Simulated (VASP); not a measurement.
Ti8HO16 (a cell with a defect) (Rutile): single point with PBE

The system is Ti8HO16 (a cell with a defect) (Rutile).

```
CELL_PARAMETERS angstrom
-4.64328 -4.64328 0.00000
-4.64328 4.64328 0.00000
4.64328 0.00000 -5.92776
ATOMIC_POSITIONS crystal
Ti 0.24583 0.24920 0.50012
Ti 0.01720 0.97056 0.99998
Ti 0.74569 0.74902 0.49981
Ti 0.49246 0.52739 0.99996
Ti 0.12839 0.60270 0.25049
Ti 0.87783 0.35218 0.74948
Ti 0.62210 0.15043 0.26167
Ti 0.36039 0.88875 0.73831
O 0.44496 0.76217 0.50116
O 0.19045 0.51255 0.99998
O 0.94379 0.26101 0.49882
O 0.71113 0.06450 0.00000
O 0.10982 0.92685 0.24865
O 0.86116 0.67819 0.75133
O 0.60817 0.43445 0.25353
O 0.35464 0.18092 0.74646
O 0.05511 0.73797 0.49885
O 0.79691 0.45376 0.99998
O 0.55626 0.23911 0.50112
O 0.31270 0.98644 0.00000
O 0.14684 0.31902 0.25376
O 0.89307 0.06523 0.74622
O 0.63872 0.82263 0.24807
O 0.39064 0.57455 0.75191
H 0.74217 0.22165 0.99999
```

```json
{"Program": "VASP 6.6.1", "Task": "single point", "Functional": "PBE", "Potentials or basis": "VASP PAW PBE potentials, release 64 (Ti_sv, O, H)", "Cutoff": "520 eV", "k mesh": "3 × 3 × 3", "Occupations": "gaussian, width 0.02 eV", "Spin": "no spin polarisation", "Dipole correction": "no", "Charge": "1", "Further INCAR settings": "LREAL = Auto; ALGO = Normal; EDIFF = 1e-06; NBANDS = 114; NELECT = 192.0"}
```

```
Largest force : 0.715 eV/Å
```

Forces on the atoms (eV/Å):
```
Ti   0.066  0.095  0.012
Ti  -0.131 -0.048  0.000
Ti   0.063  0.096 -0.012
Ti  -0.026 -0.134 -0.001
Ti   0.006  0.086  0.151
Ti   0.006  0.090 -0.149
Ti   0.092 -0.018 -0.098
Ti   0.096 -0.025  0.091
O   -0.039 -0.018 -0.003
O   -0.064 -0.048 -0.003
O   -0.040 -0.016  0.008
O   -0.035 -0.035  0.003
O    0.014 -0.037 -0.048
O    0.014 -0.036  0.049
O   -0.045 -0.026  0.040
O   -0.044 -0.027 -0.040
O    0.015  0.050  0.010
O   -0.427  0.228 -0.001
O    0.017  0.049 -0.013
O   -0.024 -0.028  0.001
O    0.018 -0.016  0.041
O    0.017 -0.015 -0.039
O   -0.083  0.091 -0.057
O   -0.087  0.094  0.057
H    0.623 -0.351  0.001
```

Levels at points of the mesh, in eV from the Fermi level:
```csv
k point,band 93,band 94,band 95,band 96,band 97,band 98,band 99,band 100
"(0.00, 0.00, 0.00)",-0.66,-0.64,-0.49,-0.20,1.98,2.22,2.40,2.51
```

Wall time 36 min on 1 thread of AMD EPYC 7R43 64-Core Processor (Zen 3) (shared host), peak memory 0.46 GiB.

Caveat: the cell carries a net charge on a neutralising background, which shifts energy and pressure; the cell is charged against a uniform background, so pressure and absolute levels hang on convention.
